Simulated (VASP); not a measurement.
# Ni (Fm-3m) in VASP: notebook

Aim: see how the results for Ni move with the level of theory and the settings. Levels: LDA, PBE. Tasks: single point.

Program: VASP 6.6.1. These are calculated values, not measurements. Logs are shortened: lines on timing, memory, paths and dates and some standing lists are left out, and cuts for length are marked.

**1. The cell of the first run**

The structure is cubic, space group Fm-3m (No. 225). The conventional cell has a = 3.424 Å, b = 3.424 Å, c = 3.424 Å, α = 90.00°, β = 90.00°, γ = 90.00°. Within 3.2 Å of Ni (site symmetry m-3m) lie 12 Ni at 2.42 Å.

**2. Single point, LDA, collinear spin, ferromagnetic start**

INCAR

```
  PREC = Accurate
  ENCUT = 520
  EDIFF = 1E-7
  ISMEAR = -1
  SIGMA = 0.05
  LREAL = F
  LASPH = T
  NELM = 150
  ALGO = Normal
  ISIF = 2
  LWAVE = F
  LCHARG = T
  ISPIN = 2
  MAGMOM = 1
  LORBIT = 11
  LMAXMIX = 4
  GGA = CA
  LELF = T
  LVHAR = T
  NBANDS = 15
```

KPOINTS

```
Automatic mesh
0
Gamma
  13 13 13
```

POSCAR

```
Ni
1.0
    0.0000000000      1.7118467123      1.7118467123
    1.7118467123      0.0000000000      1.7118467123
    1.7118467123      1.7118467123      0.0000000000
Ni
1
Direct
    0.0000000000      0.0000000000      0.0000000000
```

Potentials or basis: VASP PAW LDA potentials, release 64 (Ni).

The run is started by

```
cat potpaw_LDA.64/Ni/POTCAR > POTCAR
mpirun -np 1 vasp_std > vasp.out
```

OUTCAR:

```text
PREC = Accurate
   ENCUT = 520
   EDIFF = 1E-7
   ISMEAR = -1
   LREAL = F
   LASPH = T
   NELM = 150
   ISIF = 2
   ISPIN = 2
   LORBIT = 11
   GGA = CA

 ion  position               nearest neighbor table
   1  0.000  0.000  0.000-

  LATTYP: Found a face centered cubic cell.
 ALAT       =     3.4236934246

  Lattice vectors:

 A1 = (   0.0000000000,   1.7118467123,   1.7118467123)
 A2 = (   1.7118467123,   0.0000000000,   1.7118467123)
 A3 = (   1.7118467123,   1.7118467123,   0.0000000000)

Analysis of symmetry for initial positions (statically):
=====================================================================
 Subroutine PRICEL returns:
 Original cell was already a primitive cell.

 Routine SETGRP: Setting up the symmetry group for a
 face centered cubic supercell.

 Subroutine GETGRP returns: Found 48 space group operations
 (whereof 48 operations were pure point group operations)
 out of a pool of 48 trial point group operations.

The static configuration has the point symmetry O_h .

Analysis of symmetry for dynamics (positions and initial velocities):
=====================================================================
 Subroutine PRICEL returns:
 Original cell was already a primitive cell.

 Routine SETGRP: Setting up the symmetry group for a
 face centered cubic supercell.

 Subroutine GETGRP returns: Found 48 space group operations
 (whereof 48 operations were pure point group operations)
 out of a pool of 48 trial point group operations.

The dynamic configuration has the point symmetry O_h .

Analysis of structural, dynamic, and magnetic symmetry:
=====================================================================
 Subroutine PRICEL returns:
 Original cell was already a primitive cell.

 Routine SETGRP: Setting up the symmetry group for a
 face centered cubic supercell.

 Subroutine GETGRP returns: Found 48 space group operations
 (whereof 48 operations were pure point group operations)
 out of a pool of 48 trial point group operations.

The overall configuration has the point symmetry O_h .

 Subroutine INISYM returns: Found 48 space group operations
 (whereof 48 operations are pure point group operations),
 and found     1 'primitive' translations

----------------------------------------------------------------------------------------

                                     Primitive cell

  volume of cell :      10.0329

  direct lattice vectors                    reciprocal lattice vectors
     0.000000000  1.711846712  1.711846712    -0.292082227  0.292082227  0.292082227
     1.711846712  0.000000000  1.711846712     0.292082227 -0.292082227  0.292082227
     1.711846712  1.711846712  0.000000000     0.292082227  0.292082227 -0.292082227

  length of vectors
     2.420916837  2.420916837  2.420916837     0.505901257  0.505901257  0.505901257

  position of ions in fractional coordinates (direct lattice)
     0.000000000  0.000000000  0.000000000

  ion indices of the primitive-cell ions
   primitive index   ion index
                 1           1

----------------------------------------------------------------------------------------

 KPOINTS: Automatic mesh

Automatic generation of k-mesh.
 Grid dimensions read from file:
 generate k-points for:   13   13   13

 Generating k-lattice:

  Cartesian coordinates                     Fractional coordinates (reciprocal lattice)
    -0.022467864  0.022467864  0.022467864     0.076923077  0.000000000  0.000000000
     0.022467864 -0.022467864  0.022467864     0.000000000  0.076923077  0.000000000
     0.022467864  0.022467864 -0.022467864     0.000000000  0.000000000  0.076923077

  Length of vectors
     0.038915481  0.038915481  0.038915481

  Shift w.r.t. Gamma in fractional coordinates (k-lattice)
     0.000000000  0.000000000  0.000000000

 Subroutine IBZKPT returns following result:
 ===========================================

 Found     84 irreducible k-points:

 Following reciprocal coordinates:
            Coordinates               Weight
  0.000000  0.000000  0.000000      1.000000
  0.076923  0.000000  0.000000      8.000000
  0.153846  0.000000  0.000000      8.000000
  0.230769  0.000000  0.000000      8.000000
  0.307692  0.000000  0.000000      8.000000
  0.384615  0.000000  0.000000      8.000000
[... 16 lines left out ...]
  0.384615  0.153846  0.000000     24.000000
  0.461538  0.153846  0.000000     24.000000
 [... further k-points ...]
   k-points           NKPTS =     84   k-points in BZ     NKDIM =     84   number of bands    NBANDS=     15
   number of dos      NEDOS =    301   number of ions     NIONS =      1
   total plane-waves  NPLWV =   5832
   dimension x,y,z NGX =    18 NGY =   18 NGZ =   18
   dimension x,y,z NGXF=    36 NGYF=   36 NGZF=   36
   ions per type =               1
   NGX,Y,Z   is equivalent  to a cutoff of  12.36, 12.36, 12.36 a.u.
   NGXF,Y,Z  is equivalent  to a cutoff of  24.72, 24.72, 24.72 a.u.
 SYSTEM =  unknown system
   PREC   = accura    normal or accurate (medium, high low for compatibility)
   ISTART =      0    job   : 0-new  1-cont  2-samecut
   ICHARG =      2    charge: 1-file 2-atom 10-const
   ISPIN  =      2    spin polarized calculation?
   LNONCOLLINEAR =      F non collinear calculations
   LSORBIT =      F    spin-orbit coupling
   LASPH  =      T    aspherical Exc in radial PAW
   ENCUT  =  520.0 eV  38.22 Ry    6.18 a.u.   4.50  4.50  4.50*2*pi/ulx,y,z
   NELM   =    150;   NELMIN=  2; NELMDL= -5     # of ELM steps
   EDIFF  = 0.1E-06   stopping-criterion for ELM
   LREAL  =      F    real-space projection
   EDIFFG = 0.1E-05   stopping-criterion for IOM
   NSW    =      0    number of steps for IOM
   IBRION =     -1    ionic relax: 0-MD 1-quasi-New 2-CG
   NFREE  =      0    steps in history (QN), initial steepest desc. (CG)
   ISIF   =      2    stress and relaxation
   ISYM   =      2    0-nonsym 1-usesym 2-fastsym
   POTIM  = 0.5000    time-step for ionic-motion
   TEBEG  =    0.0;   TEEND  =   0.0 temperature during run
   PSTRESS=    0.0 pullay stress
   NELECT =      10.0000    total number of electrons
   NUPDOWN=      -1.0000    fix difference up-down
   EMIN   =  10.00;   EMAX   =-10.00  energy-range for DOS
   EFERMI =   0.00;   METHOD = LEGACY
   ISMEAR =    -1;   SIGMA  =   0.05  broadening in eV -4-tet -1-fermi 0-gaus
   EFERMI_NEDOS =   21; number of points for ismear=-14 and -15
   IALGO  =     38    algorithm
   IMIX   =      4    mixing-type and parameters
     AMIX     =   0.40;   BMIX     =  1.00
     AMIX_MAG =   1.60;   BMIX_MAG =  1.00
  volume/ion in A,a.u.               =      10.03        67.71
  Fermi-wavevector in a.u.,A,eV,Ry     =   1.635309  3.090287 36.385205  2.674237
  Thomas-Fermi vector in A             =   2.726804
   LORBIT       =     11    0 simple, 1 ext, 2 COOP (PROOUT), +10 PAW based schemes
   GGA     = CA    functional components
   LHFCALC =     F    Hartree Fock is set to
   AEXX    =    0.0000 exact exchange contribution
   IVDW    =     0    specifies the selected vdW correction
   LEPSILON=     F    determine dielectric tensor
   LRPA    =     F    only Hartree local field effects (RPA)
 spin polarized calculation
  energy-cutoff  :      520.00
  volume of cell :       10.03
 maximum number of plane-waves:       290
 NGX is ok and might be reduce to    18
   NGX =  9   NGY =  9   NGZ =  9

 number of electron      10.0000000 magnetization       1.0000000

 number of electron       9.9999991 magnetization       0.6136544

 Free energy of the ion-electron system (eV)
  ---------------------------------------------------
  ext. energy  EPLUGINS =         0.00000000
  ---------------------------------------------------
  free energy    TOTEN  =        -6.58812210 eV

  energy without entropy =       -6.57550988  energy(sigma->0) =       -6.58181599

 E-fermi :  10.2295     XC(G=0): -14.0999

 val. band max:       10.2293807178   @ k =   0.4615   0.3846   0.0769
 cond. band min:      10.2311285569   @ k =   0.3846   0.3846   0.0000
 fundamental gap:      0.0017478391
 Fermi energy:        10.2295242985

 spin component 1

 k-point     1 :       0.0000    0.0000    0.0000
  band No.  band energies     occupation
      1       0.6682      1.00000
      2       7.6570      1.00000
      3       7.6570      1.00000
      4       7.6570      1.00000
      5       8.9513      1.00000
      6       8.9513      1.00000
      7      34.6859      0.00000
      8      39.0901      0.00000
      9      39.0901      0.00000
     10      39.0901      0.00000
     11      42.3536      0.00000
     12      42.3536      0.00000
     13      42.3536      0.00000
     14      45.3207      0.00000
     15      52.2654      0.00000
[... 397 lines left out ...]
 k-point    24 :       0.4615    0.1538    0.0000
  band No.  band energies     occupation
      1       5.3591      1.00000
      2       7.1627      1.00000
      3       7.6713      1.00000
      4       8.0929      1.00000
      5       9.7628      0.99991
      6      11.2308      0.00000
      7      18.7692      0.00000
      8      29.9655      0.00000
      9      31.7981      0.00000
     10      34.0270      0.00000
     11      44.3135      0.00000
     12      44.6226      0.00000
     13      47.9132      0.00000
     14      51.1610      0.00000
     15      56.4847      0.00000

 [... further k-points ...]

 spin component 2

 k-point     1 :       0.0000    0.0000    0.0000
  band No.  band energies     occupation
      1       0.7228      1.00000
      2       8.2797      1.00000
      3       8.2797      1.00000
      4       8.2797      1.00000
      5       9.5279      1.00000
      6       9.5279      1.00000
      7      34.6843      0.00000
      8      39.1455      0.00000
      9      39.1455      0.00000
     10      39.1455      0.00000
     11      42.5351      0.00000
     12      42.5351      0.00000
     13      42.5351      0.00000
     14      45.3087      0.00000
     15      52.4664      0.00000
[... 397 lines left out ...]
 k-point    24 :       0.4615    0.1538    0.0000
  band No.  band energies     occupation
      1       5.7064      1.00000
      2       7.5823      1.00000
      3       8.1866      1.00000
      4       8.6706      1.00000
      5      10.4245      0.01985
      6      11.6715      0.00000
      7      19.0545      0.00000
      8      30.0846      0.00000
      9      31.9350      0.00000
     10      34.1476      0.00000
     11      44.3949      0.00000
     12      44.7326      0.00000
     13      48.0292      0.00000
     14      51.4956      0.00000
     15      57.7507      0.00000

 [... further k-points ...]
[... 5 lines left out ...]
  --------------------------------------------------------------------------------------
  -------------------------------------------------------------------------------------
  Total       -0.0000018     -0.0000018     -0.0000018      0.0000000      0.0000000     -0.0000000
  in kB       -0.0002874     -0.0002874     -0.0002874      0.0000000      0.0000000     -0.0000000
  external PRESSURE =      -0.0002874 kB  Pullay stress =       0.0000000 kB

 VOLUME and BASIS-vectors are now :
 -----------------------------------------------------------------------------
  energy-cutoff  :      520.00
  volume of cell :       10.03
      direct lattice vectors                 reciprocal lattice vectors
     0.000000000  1.711846712  1.711846712    -0.292082227  0.292082227  0.292082227
     1.711846712  0.000000000  1.711846712     0.292082227 -0.292082227  0.292082227
     1.711846712  1.711846712  0.000000000     0.292082227  0.292082227 -0.292082227

 POSITION                                       TOTAL-FORCE (eV/Angst)
 -----------------------------------------------------------------------------------
      0.00000      0.00000      0.00000         0.000000     -0.000000      0.000000
 -----------------------------------------------------------------------------------
    total drift:                                0.000000      0.000000     -0.000000

  FREE ENERGIE OF THE ION-ELECTRON SYSTEM (eV)
  ---------------------------------------------------
  free  energy   TOTEN  =        -6.5881220959 eV

  energy  without entropy=       -6.5755098812  energy(sigma->0) =       -6.58181599

 total charge

# of ion       s       p       d       tot
------------------------------------------
    1        0.536   0.573   8.367   9.475

 magnetization (x)

# of ion       s       p       d       tot
------------------------------------------
    1       -0.003  -0.017   0.633   0.613
```

It took 19 s on 1 thread of Intel Xeon 6975P-C, shared host; peak memory 0.13 GiB.

What came out:

- Free energy: -6.5881 eV
- Pressure: 0.0 GPa
- Net moment: 0.61 μB per cell
- Site moments: Ni +0.61 μB
- Valence electrons inside the program's atomic spheres: Ni 9.47

**3. Single point, PBE, collinear spin, ferromagnetic start**

This run uses another cell than the first one, of 10.49 Å³/atom, 1.046 times its volume.

INCAR

```
PREC = Accurate ; ENCUT = 520
EDIFF = 1E-7 ; ISMEAR = 0
SIGMA = 0.028000000000000004 ; LREAL = False
LASPH = True ; NELM = 150
ALGO = Normal ; ISIF = 2
LWAVE = False ; LCHARG = True
ISPIN = 2 ; MAGMOM = 1
LORBIT = 11 ; LMAXMIX = 4
GGA = PE ; LELF = True
LVHAR = True ; NBANDS = 15
```

KPOINTS

```
regular mesh
0
Gamma
  13 13 13
```

POSCAR

```
Ni
1.0
    0.0000000000      1.7375729330      1.7375729330
    1.7375729330      0.0000000000      1.7375729330
    1.7375729330      1.7375729330      0.0000000000
Ni
1
Direct
    0.0000000000      0.0000000000      0.0000000000
```

Potentials or basis: VASP PAW PBE potentials, release 64 (Ni).

The run is started by

```
cat potpaw_PBE.64/Ni/POTCAR > POTCAR
mpirun -np 1 vasp_std > vasp.out
```

OUTCAR:

```text
PREC = Accurate
   ENCUT = 520
   EDIFF = 1E-7
   ISMEAR = 0
   LREAL = False
   LASPH = True
   NELM = 150
   ISIF = 2
   ISPIN = 2
   LORBIT = 11
   GGA = PE

 ion  position               nearest neighbor table
   1  0.000  0.000  0.000-

  LATTYP: Found a face centered cubic cell.
 ALAT       =     3.4751458660

  Lattice vectors:

 A1 = (   0.0000000000,   1.7375729330,   1.7375729330)
 A2 = (   1.7375729330,   0.0000000000,   1.7375729330)
 A3 = (   1.7375729330,   1.7375729330,   0.0000000000)

Analysis of symmetry for initial positions (statically):
=====================================================================
 Subroutine PRICEL returns:
 Original cell was already a primitive cell.

 Routine SETGRP: Setting up the symmetry group for a
 face centered cubic supercell.

 Subroutine GETGRP returns: Found 48 space group operations
 (whereof 48 operations were pure point group operations)
 out of a pool of 48 trial point group operations.

The static configuration has the point symmetry O_h .

Analysis of symmetry for dynamics (positions and initial velocities):
=====================================================================
[... 624 lines left out ...]
      6       9.1867      1.00000
      7      33.7800      0.00000
      8      38.0571      0.00000
      9      38.0571      0.00000
     10      38.0571      0.00000
     11      41.2523      0.00000
     12      41.2523      0.00000
     13      41.2523      0.00000
     14      43.8983      0.00000
[... 403 lines left out ...]
      4       8.4300      1.00000
      5      10.0784      0.00000
      6      11.2357      0.00000
      7      18.3258      0.00000
      8      29.1310      0.00000
      9      30.9542      0.00000
     10      33.0938      0.00000
     11      43.1316      0.00000
     12      43.4749      0.00000
     13      46.6040      0.00000
     14      50.0403      0.00000
     15      57.3808      0.00000

 [... further k-points ...]
[... 5 lines left out ...]
  --------------------------------------------------------------------------------------
  -------------------------------------------------------------------------------------
  Total        0.5107021      0.5107021      0.5107021     -0.0000000     -0.0000000      0.0000000
  in kB       77.9864421     77.9864421     77.9864421     -0.0000000     -0.0000000      0.0000000
  external PRESSURE =      77.9864421 kB  Pullay stress =       0.0000000 kB

 VOLUME and BASIS-vectors are now :
 -----------------------------------------------------------------------------
  energy-cutoff  :      520.00
  volume of cell :       10.49
      direct lattice vectors                 reciprocal lattice vectors
     0.000000000  1.737572933  1.737572933    -0.287757705  0.287757705  0.287757705
     1.737572933  0.000000000  1.737572933     0.287757705 -0.287757705  0.287757705
     1.737572933  1.737572933  0.000000000     0.287757705  0.287757705 -0.287757705

 POSITION                                       TOTAL-FORCE (eV/Angst)
 -----------------------------------------------------------------------------------
      0.00000      0.00000      0.00000         0.000000      0.000000     -0.000000
 -----------------------------------------------------------------------------------
    total drift:                                0.000000     -0.000000     -0.000000

  FREE ENERGIE OF THE ION-ELECTRON SYSTEM (eV)
  ---------------------------------------------------
  free  energy   TOTEN  =        -5.4646391646 eV

  energy  without entropy=       -5.4640212169  energy(sigma->0) =       -5.46433019

 total charge

# of ion       s       p       d       tot
------------------------------------------
    1        0.513   0.531   8.332   9.377

 magnetization (x)

# of ion       s       p       d       tot
------------------------------------------
    1       -0.005  -0.024   0.659   0.630
```

stdout:

```text
POSCAR found type information on POSCAR Ni
 POSCAR found :  1 types and       1 ions
 scaLAPACK will be used
 LDA part: xc-table for (Slater+PW92), standard interpolation
 POSCAR, INCAR and KPOINTS ok, starting setup
 FFT: planning ... GRIDC
 FFT: planning ... GRID_SOFT
 FFT: planning ... GRID
 WAVECAR not read
 entering main loop
```

It took 21 s on 1 thread of Intel Xeon 6975P-C, shared host; peak memory 0.14 GiB.

What came out:

```
Free energy                                           : -5.4646 eV
Pressure                                              : 7.8 GPa
Net moment                                            : 0.62 μB per cell
Site moments                                          : Ni +0.63 μB
Valence electrons inside the program's atomic spheres : Ni 9.38
```
